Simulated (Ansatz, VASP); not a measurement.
# Two plane-wave programs on W

```
W
1.0
    -1.58234    1.58234    1.58234
     1.58234   -1.58234    1.58234
     1.58234    1.58234   -1.58234
W
1
Direct
  0.00000 0.00000 0.00000
```

Alike in both runs: task relaxation of cell and atoms; functional PBE; k mesh 13 × 13 × 13; no spin polarisation.

```csv
,VASP,Ansatz
version,VASP 6.6.1,Ansatz 0.2.0
potentials or method,"VASP PAW PBE potentials, release 64 (W_sv), cutoff 500 eV","plane waves, PAW"
occupations,"fermi-dirac, width 0.1 eV",fermi-dirac
valence electrons in the cell,14,14
```

Ansatz gave:

| Property | Result |
| --- | --- |
| gap on the k mesh at the Fermi level, each at its own relaxed structure (eV) | none |
| relaxed volume (Å³/atom) | 16.12 |
| relaxed cell length with the largest relative difference (Å) | 2.756 |

**Question.** Which values does VASP return?

**Answer.** gap on the k mesh at the Fermi level, each at its own relaxed structure (eV): none; relaxed volume (Å³/atom): 16.16; relaxed cell length with the largest relative difference (Å): 2.758.

A gap of «none» marks a metal or a gap that the smearing closes.

Spin-orbit coupling is off throughout.
